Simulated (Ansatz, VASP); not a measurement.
**Si in VASP and in Ansatz**

```
Si
1.0
     0.00000    2.71700    2.71700
     2.71700    0.00000    2.71700
     2.71700    2.71700    0.00000
Si
2
Direct
  0.87500 0.87500 0.87500
  0.12500 0.12500 0.12500
```

Alike in both runs: functional PBEsol; k mesh 11 × 11 × 11; occupations fermi-dirac, width 0.02 eV; no spin polarisation.

Ansatz relaxed the structure, and its values are those at the end. VASP's run is a single point on that final structure, the one shown.

|  | VASP | Ansatz |
| --- | --- | --- |
| version | VASP 6.6.1 | Ansatz 0.2.0 |
| potentials or method | VASP PAW PBE potentials, release 64 (Si) | PAW with Ansatz's default frozen-core files, scalar-relativistic |
| plane-wave cutoff (eV) | 520 | 420 |
| valence electrons in the cell | 8 | 8 |

|  | VASP | Ansatz | Ansatz less VASP |
| --- | --- | --- | --- |
| pressure (GPa) | 0.1 | 0.0 | -0.10 |

VASP's potentials were made for PBE, not for PBEsol. With one functional, cell and mesh, what is left measures potentials, basis and numerics.
